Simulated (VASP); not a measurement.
# BN (P1) in VASP: single point with r2SCAN

Aim: the single point of BN with r2SCAN.

Everything below comes from runs of VASP 6.6.1. Logs are shortened: lines on timing, memory, paths and dates and some standing lists are left out, and cuts for length are marked.

## (1) The cell of the first run

The typed cell holds 4 atoms: a = 2.554 Å, b = 2.554 Å, c = 4.227 Å, α = 90.00°, β = 90.00°, γ = 120.00°.

## (2) Single point, r2SCAN (atoms moved at random)

The input, POSCAR:

```
BN
1.0
    2.5539396017      0.0000000000      0.0000000000
   -1.2769698009      2.2117765748      0.0000000000
    0.0000000000      0.0000000000      4.2268550000
B N
2 2
Direct
    0.6968445625      0.3593050586      1.0106255664
    0.3399741099      0.6912901452      0.4959678559
    0.6531627359      0.3194347572      0.5995856658
    0.3100185916      0.6299700390      0.1438209119
```

The input, INCAR.step1:

```
SYSTEM = BN
PREC = Accurate
ENCUT = 520
ISMEAR = 0
SIGMA = 0.05
LREAL = .False.
LASPH = .True.
NELM = 60
NBANDS = 16
GGA = PE
ALGO = Normal
EDIFF = 1E-4
LWAVE = .True.
LCHARG = .False.
```

The input, INCAR.step2:

```
SYSTEM = BN
PREC = Accurate
ENCUT = 520
EDIFF = 1E-6
ISMEAR = 0
SIGMA = 0.05
LREAL = .False.
LASPH = .True.
NELM = 60
ALGO = Normal
ISIF = 2
LWAVE = .False.
LCHARG = .False.
METAGGA = R2SCAN
LMIXTAU = .True.
NBANDS = 16
ISTART = 1
```

The input, KPOINTS:

```
regular mesh
0
Gamma
  12 12 6
  0 0 0
```

Potentials or basis: VASP PAW PBE potentials, release 64 (B, N).

Command:

```sh
cat potpaw_PBE.64/B/POTCAR potpaw_PBE.64/N/POTCAR > POTCAR
cp INCAR.step1 INCAR
mpirun -np 1 vasp_std > vasp.out
cp INCAR.step2 INCAR
mpirun -np 1 vasp_std > vasp.out
```

OUTCAR:

```text
SYSTEM = BN
   PREC = Accurate
   ENCUT = 520
   EDIFF = 1E-6
   ISMEAR = 0
   LREAL = .False.
   LASPH = .True.
   NELM = 60
   ISIF = 2
   METAGGA = R2SCAN
   ISTART = 1

 ion  position               nearest neighbor table
   1  0.697  0.359  0.011-   4 1.47   4 1.57   4 1.71   3 1.74
   2  0.340  0.691  0.496-   3 1.46   4 1.49   3 1.58   3 1.58
   3  0.653  0.319  0.600-   2 1.46   2 1.58   2 1.58   1 1.74
   4  0.310  0.630  0.144-   1 1.47   2 1.49   1 1.57   1 1.71

  LATTYP: Found a hexagonal cell.
 ALAT       =     2.5539396017
 C/A-ratio  =     1.6550332659

  Lattice vectors:

 A1 = (   2.5539396017,   0.0000000000,   0.0000000000)
 A2 = (  -1.2769698009,   2.2117765748,   0.0000000000)
 A3 = (   0.0000000000,   0.0000000000,   4.2268550000)

Analysis of symmetry for initial positions (statically):
=====================================================================
 Subroutine PRICEL returns:
 Original cell was already a primitive cell.

 Routine SETGRP: Setting up the symmetry group for a
 hexagonal supercell.

 Subroutine GETGRP returns: Found  1 space group operations
 (whereof  1 operations were pure point group operations)
 out of a pool of 24 trial point group operations.

The static configuration has the point symmetry C_1 .

Analysis of symmetry for dynamics (positions and initial velocities):
=====================================================================
 Subroutine PRICEL returns:
 Original cell was already a primitive cell.

 Routine SETGRP: Setting up the symmetry group for a
 hexagonal supercell.

 Subroutine GETGRP returns: Found  1 space group operations
 (whereof  1 operations were pure point group operations)
 out of a pool of 24 trial point group operations.

The dynamic configuration has the point symmetry C_1 .

 Subroutine INISYM returns: Found  1 space group operations
 (whereof  1 operations are pure point group operations),
 and found     1 'primitive' translations

----------------------------------------------------------------------------------------

                                     Primitive cell

  volume of cell :      23.8764

  direct lattice vectors                    reciprocal lattice vectors
     2.553939602  0.000000000  0.000000000     0.391551938  0.226062617  0.000000000
    -1.276969801  2.211776575  0.000000000     0.000000000  0.452125233  0.000000000
     0.000000000  0.000000000  4.226855000     0.000000000  0.000000000  0.236582518

  length of vectors
     2.553939602  2.553939602  4.226855000     0.452125233  0.452125233  0.236582518

  position of ions in fractional coordinates (direct lattice)
     0.696844562  0.359305059  0.010625566
     0.339974110  0.691290145  0.495967856
     0.653162736  0.319434757  0.599585666
     0.310018592  0.629970039  0.143820912

  ion indices of the primitive-cell ions
   primitive index   ion index
                 1           1
                 2           2
                 3           3
                 4           4

----------------------------------------------------------------------------------------

 KPOINTS: regular mesh

Automatic generation of k-mesh.
 Grid dimensions read from file:
 generate k-points for:   12   12    6

 Generating k-lattice:

  Cartesian coordinates                     Fractional coordinates (reciprocal lattice)
     0.032629328  0.018838551  0.000000000     0.083333333  0.000000000  0.000000000
     0.000000000  0.037677103  0.000000000     0.000000000  0.083333333  0.000000000
     0.000000000  0.000000000  0.039430420     0.000000000  0.000000000  0.166666667

  Length of vectors
     0.037677103  0.037677103  0.039430420

  Shift w.r.t. Gamma in fractional coordinates (k-lattice)
     0.000000000  0.000000000  0.000000000

 Subroutine IBZKPT returns following result:
 ===========================================

 Found    436 irreducible k-points:

 Following reciprocal coordinates:
            Coordinates               Weight
  0.000000  0.000000  0.000000      1.000000
  0.083333  0.000000  0.000000      2.000000
  0.000000  0.083333  0.000000      2.000000
 -0.083333  0.083333  0.000000      2.000000
  0.166667  0.000000  0.000000      2.000000
  0.000000  0.166667  0.000000      2.000000
[... 16 lines left out ...]
  0.166667  0.083333  0.000000      2.000000
 -0.083333  0.250000  0.000000      2.000000
 [... further k-points ...]
   k-points           NKPTS =    436   k-points in BZ     NKDIM =    436   number of bands    NBANDS=     16
   number of dos      NEDOS =    301   number of ions     NIONS =      4
   total plane-waves  NPLWV =  12800
   dimension x,y,z NGX =    20 NGY =   20 NGZ =   32
   dimension x,y,z NGXF=    40 NGYF=   40 NGZF=   64
   ions per type =               2   2
   NGX,Y,Z   is equivalent  to a cutoff of  13.02, 13.02, 12.59 a.u.
   NGXF,Y,Z  is equivalent  to a cutoff of  26.04, 26.04, 25.17 a.u.
 SYSTEM =  BN
   PREC   = accura    normal or accurate (medium, high low for compatibility)
   ISTART =      1    job   : 0-new  1-cont  2-samecut
   ICHARG =      0    charge: 1-file 2-atom 10-const
   ISPIN  =      1    spin polarized calculation?
   LNONCOLLINEAR =      F non collinear calculations
   LSORBIT =      F    spin-orbit coupling
   LASPH  =      T    aspherical Exc in radial PAW
   ENCUT  =  520.0 eV  38.22 Ry    6.18 a.u.   4.75  4.75  7.86*2*pi/ulx,y,z
   NELM   =     60;   NELMIN=  2; NELMDL=  0     # of ELM steps
   EDIFF  = 0.1E-05   stopping-criterion for ELM
   LREAL  =      F    real-space projection
   EDIFFG = 0.1E-04   stopping-criterion for IOM
   NSW    =      0    number of steps for IOM
   IBRION =     -1    ionic relax: 0-MD 1-quasi-New 2-CG
   NFREE  =      0    steps in history (QN), initial steepest desc. (CG)
   ISIF   =      2    stress and relaxation
   ISYM   =      2    0-nonsym 1-usesym 2-fastsym
   POTIM  = 0.5000    time-step for ionic-motion
   TEBEG  =    0.0;   TEEND  =   0.0 temperature during run
   PSTRESS=    0.0 pullay stress
   NELECT =      16.0000    total number of electrons
   NUPDOWN=      -1.0000    fix difference up-down
   EMIN   =  10.00;   EMAX   =-10.00  energy-range for DOS
   EFERMI =   0.00;   METHOD = LEGACY
   ISMEAR =     0;   SIGMA  =   0.05  broadening in eV -4-tet -1-fermi 0-gaus
   EFERMI_NEDOS =   21; number of points for ismear=-14 and -15
   IALGO  =     38    algorithm
   IMIX   =      4    mixing-type and parameters
     AMIX     =   0.40;   BMIX     =  1.00
     AMIX_MAG =   1.60;   BMIX_MAG =  1.00
  volume/ion in A,a.u.               =       5.97        40.28
  Fermi-wavevector in a.u.,A,eV,Ry     =   1.432600  2.707222 27.923836  2.052344
  Thomas-Fermi vector in A             =   2.552210
   LORBIT       =      0    0 simple, 1 ext, 2 COOP (PROOUT), +10 PAW based schemes
   METAGGA = R2SCAN    functional components
   LHFCALC =     F    Hartree Fock is set to
   AEXX    =    0.0000 exact exchange contribution
   IVDW    =     0    specifies the selected vdW correction
   LEPSILON=     F    determine dielectric tensor
   LRPA    =     F    only Hartree local field effects (RPA)
 non-spin polarized calculation
 Gauss-broadening in eV      SIGMA  =   0.05
  energy-cutoff  :      520.00
  volume of cell :       23.88
 maximum number of plane-waves:       660
   NGX =  9   NGY =  9   NGZ = 15

 number of electron      16.0000000 magnetization

 Free energy of the ion-electron system (eV)
  ---------------------------------------------------
  ext. energy  EPLUGINS =         0.00000000
  ---------------------------------------------------
  free energy    TOTEN  =       -37.46396748 eV

  energy without entropy =      -37.46396748  energy(sigma->0) =      -37.46396748

 E-fermi :   8.1785     XC(G=0): -13.5681

 val. band max:        7.9068822997   @ k =   0.0000   0.0000   0.0000
 cond. band min:      13.1098589505   @ k =   0.3333   0.3333   0.0000
 fundamental gap:      5.2029766508
 Fermi energy:         8.1785070272

 k-point     1 :       0.0000    0.0000    0.0000
  band No.  band energies     occupation
      1     -14.2240      2.00000
      2      -9.8672      2.00000
      3      -3.8730      2.00000
      4       4.3903      2.00000
      5       4.7789      2.00000
      6       6.8335      2.00000
[... 8 lines left out ...]
     15      20.9780      0.00000
     16      25.1897      0.00000

 k-point     2 :       0.0833    0.0000    0.0000
  band No.  band energies     occupation
      1     -14.0696      2.00000
      2      -9.7523      2.00000
      3      -3.7186      2.00000
      4       3.7511      2.00000
      5       4.4760      2.00000
      6       6.4555      2.00000
[... 8 lines left out ...]
     15      21.1045      0.00000
     16      24.9793      0.00000

 k-point     3 :       0.0000    0.0833    0.0000
  band No.  band energies     occupation
      1     -14.0701      2.00000
      2      -9.7510      2.00000
      3      -3.7172      2.00000
      4       3.9741      2.00000
      5       4.2607      2.00000
      6       6.5111      2.00000
[... 8 lines left out ...]
     15      21.2444      0.00000
     16      24.6990      0.00000

 k-point     4 :      -0.0833    0.0833    0.0000
  band No.  band energies     occupation
      1     -14.0694      2.00000
      2      -9.7522      2.00000
      3      -3.7183      2.00000
      4       3.8780      2.00000
      5       4.3644      2.00000
      6       6.5771      2.00000
[... 8 lines left out ...]
     15      21.4171      0.00000
     16      24.9743      0.00000
[... 324 lines left out ...]
 k-point    22 :      -0.1667    0.0833    0.0000
  band No.  band energies     occupation
      1     -13.7625      2.00000
      2      -9.5321      2.00000
      3      -3.4139      2.00000
      4       2.7379      2.00000
      5       3.8671      2.00000
      6       5.6919      2.00000
[... 8 lines left out ...]
     15      22.0952      0.00000
     16      24.7399      0.00000

 k-point    23 :       0.1667    0.0833    0.0000
  band No.  band energies     occupation
      1     -13.1647      2.00000
      2      -9.1247      2.00000
      3      -2.8146      2.00000
      4       1.2031      2.00000
      5       2.6669      2.00000
      6       4.4124      2.00000
[... 8 lines left out ...]
     15      23.2338      0.00000
     16      23.9644      0.00000

 k-point    24 :      -0.0833    0.2500    0.0000
  band No.  band energies     occupation
      1     -13.1666      2.00000
      2      -9.1183      2.00000
      3      -2.8082      2.00000
      4       1.3920      2.00000
      5       2.6438      2.00000
      6       4.4364      2.00000
[... 8 lines left out ...]
     15      23.1200      0.00000
     16      23.8389      0.00000

 [... further k-points ...]
[... 5 lines left out ...]
  --------------------------------------------------------------------------------------
  -------------------------------------------------------------------------------------
  Total        0.1799220      0.9955974      1.7023951      0.2379300      0.4255532      0.3059394
  in kB       12.0732909     66.8074808    114.2356638     15.9657958     28.5558591     20.5294225
  external PRESSURE =      64.3721452 kB  Pullay stress =       0.0000000 kB

 VOLUME and BASIS-vectors are now :
 -----------------------------------------------------------------------------
  energy-cutoff  :      520.00
  volume of cell :       23.88
      direct lattice vectors                 reciprocal lattice vectors
     2.553939602  0.000000000  0.000000000     0.391551938  0.226062617  0.000000000
    -1.276969801  2.211776575  0.000000000     0.000000000  0.452125233  0.000000000
     0.000000000  0.000000000  4.226855000     0.000000000  0.000000000  0.236582518

 POSITION                                       TOTAL-FORCE (eV/Angst)
 -----------------------------------------------------------------------------------
      1.32088      0.79470      0.04491        -1.779189     -2.357346     -1.179646
     -0.01448      1.52898      2.09638        -0.021341     -2.892410      0.259309
      1.26023      0.70652      2.53436         0.312680      2.742223      4.781046
     -0.01268      1.39335      0.60791         1.487851      2.507533     -3.860709
 -----------------------------------------------------------------------------------
    total drift:                                0.000432      0.000055     -0.000086

  FREE ENERGIE OF THE ION-ELECTRON SYSTEM (eV)
  ---------------------------------------------------
  free  energy   TOTEN  =       -37.4639674810 eV

  energy  without entropy=      -37.4639674810  energy(sigma->0) =      -37.46396748
```

Wall time 7.6 min (1 thread of Intel Xeon Platinum 8488C (Sapphire Rapids), shared host); peak memory 0.24 GiB.

Results:

```
Free energy            : -37.4640 eV
Pressure               : 6.4 GPa
Largest force          : 5.521 eV/Å
Band gap on the k mesh : 5.20 eV (least direct gap 7.63 eV)
```

Forces on the atoms (eV/Å):
```
B   -1.779 -2.357 -1.180
B   -0.021 -2.892  0.259
N    0.313  2.742  4.781
N    1.488  2.508 -3.861
```

Stress tensor (GPa, compression positive):
```
 1.21  1.60  2.05
 1.60  6.68  2.86
 2.05  2.86 11.42
```

Levels at points of the mesh, in eV from the valence-band top:
| k point | band 5 | band 6 | band 7 | band 8 | band 9 | band 10 | band 11 | band 12 |
| --- | --- | --- | --- | --- | --- | --- | --- | --- |
| (0.00, 0.00, 0.00) | -3.13 | -1.07 | -0.54 | 0.00 | 7.63 | 7.88 | 8.26 | 9.28 |
| (0.50, 0.00, 0.00) | -7.50 | -5.82 | -5.02 | -2.68 | 6.38 | 7.71 | 10.15 | 11.54 |
| (0.00, 0.50, 0.00) | -7.84 | -6.08 | -4.57 | -3.01 | 6.44 | 7.39 | 10.74 | 11.09 |
| (0.50, 0.50, 0.00) | -7.63 | -5.80 | -4.95 | -2.73 | 6.02 | 7.46 | 10.17 | 11.27 |
| (0.00, 0.00, 0.50) | -3.08 | -2.79 | -1.24 | -0.73 | 7.87 | 8.51 | 8.93 | 10.01 |
| (0.50, 0.00, 0.50) | -5.33 | -4.91 | -3.60 | -3.37 | 5.69 | 6.54 | 8.90 | 10.48 |
| (0.00, 0.50, 0.50) | -5.43 | -4.80 | -4.14 | -3.42 | 5.70 | 6.72 | 9.12 | 9.92 |
| (0.50, 0.50, 0.50) | -5.33 | -5.20 | -3.60 | -3.21 | 5.66 | 6.51 | 8.59 | 9.86 |

Caveat: the cell differs from its parent crystal (atoms moved at random); the cell stands under pressure; the PAW data sets were made with another functional, which shifts forces and pressure a little. A k mesh can miss the band edges.
